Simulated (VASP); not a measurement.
# MgO (F-43m) in VASP: relaxation of cell and atoms with RPBE+D3(BJ)

Aim: the relaxation of cell and atoms of MgO with RPBE+D3(BJ).

All numbers are computed with VASP 6.6.1; they aren't measurements. Logs are shortened: lines on timing, memory, paths and dates and some standing lists are left out, and cuts for length are marked.

### Step 1. The cell of the first run

Symmetry: F-43m, No. 216, cubic system. The conventional cell has a = 4.612 Å, b = 4.612 Å, c = 4.612 Å, α = 90.00°, β = 90.00°, γ = 90.00°. Within 2.6 Å of Mg (site symmetry -43m) lie 4 O at 2.00 Å. O (site symmetry -43m) has 4 Mg at 2.00 Å within 2.6 Å.

### Step 2. Relaxation of cell and atoms, RPBE+D3(BJ)

INCAR reads:

```
SYSTEM = MgO
  PREC = Accurate
  ENCUT = 840
  EDIFF = 1E-7
  ISMEAR = -1
  SIGMA = 0.05
  LREAL = .False.
  LASPH = .True.
  NELM = 120
  ALGO = Normal
  ISIF = 3
  LWAVE = .False.
  LCHARG = .False.
  GGA = RP
  IVDW = 12
  IBRION = 2
  NSW = 60
  EDIFFG = -0.01
  GGA_COMPAT = .False.
  NELMIN = 4
```

KPOINTS reads:

```
Automatic mesh
0
Gamma
  10 10 10
  0 0 0
```

POSCAR reads:

```
MgO
1.0
    0.0000000000      2.3061600000      2.3061600000
    2.3061600000      0.0000000000      2.3061600000
    2.3061600000      2.3061600000      0.0000000000
Mg O
1 1
Direct
    0.5000000000      0.5000000000      0.5000000000
    0.7500000000      0.7500000000      0.7500000000
```

Potentials or basis: VASP PAW PBE potentials, release 64 (Mg_sv, O).

Run with:

```
$ cat potpaw_PBE.64/Mg_sv/POTCAR potpaw_PBE.64/O/POTCAR > POTCAR
$ mpirun -np 1 vasp_std > vasp.out
```

OUTCAR:

```text
SYSTEM = MgO
   PREC = Accurate
   ENCUT = 840
   EDIFF = 1E-7
   ISMEAR = -1
   LREAL = .False.
   LASPH = .True.
   NELM = 120
   ISIF = 3
   GGA = RP
   IVDW = 12
   IBRION = 2
   NSW = 60
   EDIFFG = -0.01
   NELMIN = 4
 IVDW          = 12

 ion  position               nearest neighbor table
   1  0.500  0.500  0.500-   2 2.00   2 2.00   2 2.00   2 2.00
   2  0.750  0.750  0.750-   1 2.00   1 2.00   1 2.00   1 2.00

  LATTYP: Found a face centered cubic cell.
 ALAT       =     4.6123200000

  Lattice vectors:

 A1 = (   0.0000000000,   2.3061600000,   2.3061600000)
 A2 = (   2.3061600000,   0.0000000000,   2.3061600000)
 A3 = (   2.3061600000,   2.3061600000,   0.0000000000)

Analysis of symmetry for initial positions (statically):
=====================================================================
 Subroutine PRICEL returns:
 Original cell was already a primitive cell.

 Routine SETGRP: Setting up the symmetry group for a
 face centered cubic supercell.

 Subroutine GETGRP returns: Found 24 space group operations
 (whereof 24 operations were pure point group operations)
 out of a pool of 48 trial point group operations.

The static configuration has the point symmetry T_d .

Analysis of symmetry for dynamics (positions and initial velocities):
=====================================================================
 Subroutine PRICEL returns:
 Original cell was already a primitive cell.

 Routine SETGRP: Setting up the symmetry group for a
 face centered cubic supercell.

 Subroutine GETGRP returns: Found 24 space group operations
 (whereof 24 operations were pure point group operations)
 out of a pool of 48 trial point group operations.

The dynamic configuration has the point symmetry T_d .

 Subroutine INISYM returns: Found 24 space group operations
 (whereof 24 operations are pure point group operations),
 and found     1 'primitive' translations

----------------------------------------------------------------------------------------

                                     Primitive cell

  volume of cell :      24.5300

  direct lattice vectors                    reciprocal lattice vectors
     0.000000000  2.306160000  2.306160000    -0.216810629  0.216810629  0.216810629
     2.306160000  0.000000000  2.306160000     0.216810629 -0.216810629  0.216810629
     2.306160000  2.306160000  0.000000000     0.216810629  0.216810629 -0.216810629

  length of vectors
     3.261402749  3.261402749  3.261402749     0.375527025  0.375527025  0.375527025

  position of ions in fractional coordinates (direct lattice)
     0.500000000  0.500000000  0.500000000
     0.750000000  0.750000000  0.750000000

  ion indices of the primitive-cell ions
   primitive index   ion index
                 1           1
                 2           2

----------------------------------------------------------------------------------------

 KPOINTS: Automatic mesh

Automatic generation of k-mesh.
 Grid dimensions read from file:
 generate k-points for:   10   10   10

 Generating k-lattice:

  Cartesian coordinates                     Fractional coordinates (reciprocal lattice)
    -0.021681063  0.021681063  0.021681063     0.100000000  0.000000000  0.000000000
     0.021681063 -0.021681063  0.021681063     0.000000000  0.100000000  0.000000000
     0.021681063  0.021681063 -0.021681063     0.000000000  0.000000000  0.100000000

  Length of vectors
     0.037552702  0.037552702  0.037552702

  Shift w.r.t. Gamma in fractional coordinates (k-lattice)
     0.000000000  0.000000000  0.000000000

 Subroutine IBZKPT returns following result:
 ===========================================

 Found     47 irreducible k-points:

 Following reciprocal coordinates:
            Coordinates               Weight
  0.000000  0.000000  0.000000      1.000000
  0.100000  0.000000  0.000000      8.000000
  0.200000  0.000000  0.000000      8.000000
  0.300000  0.000000  0.000000      8.000000
  0.400000  0.000000  0.000000      8.000000
  0.500000  0.000000  0.000000      4.000000
[... 16 lines left out ...]
  0.300000  0.300000  0.000000      6.000000
  0.400000  0.300000  0.000000     24.000000
 [... further k-points ...]
   k-points           NKPTS =     47   k-points in BZ     NKDIM =     47   number of bands    NBANDS=     12
   number of dos      NEDOS =    301   number of ions     NIONS =      2
   total plane-waves  NPLWV =  32768
   dimension x,y,z NGX =    32 NGY =   32 NGZ =   32
   dimension x,y,z NGXF=    64 NGYF=   64 NGZF=   64
   ions per type =               1   1
   NGX,Y,Z   is equivalent  to a cutoff of  16.31, 16.31, 16.31 a.u.
   NGXF,Y,Z  is equivalent  to a cutoff of  32.62, 32.62, 32.62 a.u.
 SYSTEM =  MgO
   PREC   = accura    normal or accurate (medium, high low for compatibility)
   ISTART =      0    job   : 0-new  1-cont  2-samecut
   ICHARG =      2    charge: 1-file 2-atom 10-const
   ISPIN  =      1    spin polarized calculation?
   LNONCOLLINEAR =      F non collinear calculations
   LSORBIT =      F    spin-orbit coupling
   LASPH  =      T    aspherical Exc in radial PAW
   ENCUT  =  840.0 eV  61.74 Ry    7.86 a.u.   7.71  7.71  7.71*2*pi/ulx,y,z
   NELM   =    120;   NELMIN=  4; NELMDL= -5     # of ELM steps
   EDIFF  = 0.1E-06   stopping-criterion for ELM
   LREAL  =      F    real-space projection
   EDIFFG = -.1E-01   stopping-criterion for IOM
   NSW    =     60    number of steps for IOM
   IBRION =      2    ionic relax: 0-MD 1-quasi-New 2-CG
   NFREE  =      1    steps in history (QN), initial steepest desc. (CG)
   ISIF   =      3    stress and relaxation
   ISYM   =      2    0-nonsym 1-usesym 2-fastsym
   POTIM  = 0.5000    time-step for ionic-motion
   TEBEG  =    0.0;   TEEND  =   0.0 temperature during run
   PSTRESS=    0.0 pullay stress
   NELECT =      16.0000    total number of electrons
   NUPDOWN=      -1.0000    fix difference up-down
   EMIN   =  10.00;   EMAX   =-10.00  energy-range for DOS
   EFERMI =   0.00;   METHOD = LEGACY
   ISMEAR =    -1;   SIGMA  =   0.05  broadening in eV -4-tet -1-fermi 0-gaus
   EFERMI_NEDOS =   21; number of points for ismear=-14 and -15
   IALGO  =     38    algorithm
   IMIX   =      4    mixing-type and parameters
     AMIX     =   0.40;   BMIX     =  1.00
     AMIX_MAG =   1.60;   BMIX_MAG =  1.00
  volume/ion in A,a.u.               =      12.27        82.77
  Fermi-wavevector in a.u.,A,eV,Ry     =   1.419761  2.682960 27.425572  2.015723
  Thomas-Fermi vector in A             =   2.540748
   LORBIT       =      0    0 simple, 1 ext, 2 COOP (PROOUT), +10 PAW based schemes
   GGA     = RP    functional components
   LHFCALC =     F    Hartree Fock is set to
   AEXX    =    0.0000 exact exchange contribution
   IVDW    =    12    specifies the selected vdW correction
   LEPSILON=     F    determine dielectric tensor
   LRPA    =     F    only Hartree local field effects (RPA)
 conjugate gradient relaxation of ions
 non-spin polarized calculation
  energy-cutoff  :      840.00
  volume of cell :       24.53
 maximum number of plane-waves:      1380
   NGX = 15   NGY = 15   NGZ = 15

--------------------------------------- Ionic step        1  -------------------------------------------

 number of electron      16.0000002 magnetization

 Free energy of the ion-electron system (eV)
  ---------------------------------------------------
  ext. energy  EPLUGINS =         0.00000000
  ---------------------------------------------------
  free energy    TOTEN  =       -11.06767487 eV

  energy without entropy =      -11.06767487  energy(sigma->0) =      -11.06767487

 E-fermi :   1.9303     XC(G=0):  -9.5303

 val. band max:        0.5960621182   @ k =   0.0000   0.0000   0.0000
 cond. band min:       4.2023769947   @ k =   0.0000   0.0000   0.0000
 fundamental gap:      3.6063148765
 Fermi energy:         1.9303145564

 k-point     1 :       0.0000    0.0000    0.0000
  band No.  band energies     occupation
      1     -71.2725      2.00000
      2     -37.8335      2.00000
      3     -37.8335      2.00000
      4     -37.8335      2.00000
      5     -15.2881      2.00000
      6       0.5961      2.00000
      7       0.5961      2.00000
      8       0.5961      2.00000
      9       4.2024      0.00000
     10      17.2653      0.00000
     11      17.2653      0.00000
     12      17.2653      0.00000

 k-point     2 :       0.1000    0.0000    0.0000
  band No.  band energies     occupation
      1     -71.2723      2.00000
      2     -37.8370      2.00000
      3     -37.8341      2.00000
      4     -37.8341      2.00000
      5     -15.2320      2.00000
      6       0.1432      2.00000
      7       0.5785      2.00000
      8       0.5785      2.00000
      9       4.7450      0.00000
     10      16.3789      0.00000
     11      17.2541      0.00000
     12      17.2541      0.00000
[... 396 lines left out ...]
 POSITION                                       TOTAL-FORCE (eV/Angst)
 -----------------------------------------------------------------------------------
      2.20069      2.20069      2.20069        -0.000000     -0.000000     -0.000000
      3.30104      3.30104      3.30104         0.000000      0.000000      0.000000
 -----------------------------------------------------------------------------------
    total drift:                                0.000000      0.000000      0.000000

  FREE ENERGIE OF THE ION-ELECTRON SYSTEM (eV)
  ---------------------------------------------------
  free  energy   TOTEN  =       -12.9381568849 eV

  energy  without entropy=      -12.9381568849  energy(sigma->0) =      -12.93815688

--------------------------------------- Ionic step        3  -------------------------------------------

 number of electron      16.0000003 magnetization

 Free energy of the ion-electron system (eV)
  ---------------------------------------------------
  ext. energy  EPLUGINS =         0.00000000
  ---------------------------------------------------
  free energy    TOTEN  =       -10.90011880 eV

  energy without entropy =      -10.90011880  energy(sigma->0) =      -10.90011880

 E-fermi :   2.2632     XC(G=0): -10.0206

 val. band max:        1.1275184005   @ k =   0.0000   0.0000   0.0000
 cond. band min:       5.3480192207   @ k =   0.0000   0.0000   0.0000
 fundamental gap:      4.2205008202
 Fermi energy:         2.2632389657

 k-point     1 :       0.0000    0.0000    0.0000
  band No.  band energies     occupation
      1     -70.2505      2.00000
      2     -36.8041      2.00000
      3     -36.8041      2.00000
      4     -36.8041      2.00000
      5     -15.0671      2.00000
      6       1.1275      2.00000
      7       1.1275      2.00000
      8       1.1275      2.00000
      9       5.3480      0.00000
     10      18.9764      0.00000
     11      18.9764      0.00000
     12      18.9764      0.00000

 k-point     2 :       0.1000    0.0000    0.0000
  band No.  band energies     occupation
      1     -70.2501      2.00000
      2     -36.8097      2.00000
      3     -36.8048      2.00000
      4     -36.8048      2.00000
      5     -14.9970      2.00000
      6       0.6499      2.00000
      7       1.1099      2.00000
      8       1.1099      2.00000
      9       5.9067      0.00000
     10      18.0273      0.00000
     11      18.9415      0.00000
     12      18.9415      0.00000
[... 356 lines left out ...]
 POSITION                                       TOTAL-FORCE (eV/Angst)
 -----------------------------------------------------------------------------------
      2.22551      2.22551      2.22551         0.000000     -0.000000     -0.000000
      3.33827      3.33827      3.33827        -0.000000      0.000000      0.000000
 -----------------------------------------------------------------------------------
    total drift:                                0.000000      0.000000      0.000000

  FREE ENERGIE OF THE ION-ELECTRON SYSTEM (eV)
  ---------------------------------------------------
  free  energy   TOTEN  =       -12.9498084801 eV

  energy  without entropy=      -12.9498084800  energy(sigma->0) =      -12.94980848

 reached required accuracy - stopping structural energy minimisation
```

Run time: 35 s. Hardware: 1 thread of Intel Xeon Platinum 8559C (Emerald Rapids), shared host; peak memory 0.2 GiB.

What came out:

```yaml
Free_energy: -12.9498 eV
Relaxed_volume: 11.02 Å³/atom
Relaxed_cell: a = 3.147 Å, b = 3.147 Å, c = 3.147 Å, α = 60.00°, β = 60.00°, γ = 60.00°
Space_group_after_relaxing_to_0.1_Å: F-43m (No. 216)
Energy_gained_by_relaxing: 52.5 meV/atom
Ionic_steps: 3
Pressure_after_relaxing: 0.0 GPa
Band_gap_on_the_k_mesh: 4.22 eV
Dispersion_energy_per_atom: -1.025 eV
```

Step by step:
```
step  energy change (eV)  largest force (eV/Å)  pressure (GPa)  volume (Å³)
   1              0.0000                0.0000          -12.38        24.53
   2             -0.0933                0.0000            5.24        21.32
   3             -0.1049                0.0000            0.03        22.05
```

Final structure:
```yaml
crystal:
  lattice:
    - [0.00000, 2.22551, 2.22551]
    - [2.22551, 0.00000, 2.22551]
    - [2.22551, 2.22551, 0.00000]
  atoms:
    - { symbol: Mg, position: [0.50000, 0.50000, 0.50000] }
    - { symbol: O, position: [0.75000, 0.75000, 0.75000] }
```

Caveat: the dispersion term is far too large for a dense solid, which distorts pressure and volume; the PAW data sets were made with another functional, which shifts forces and pressure a little.
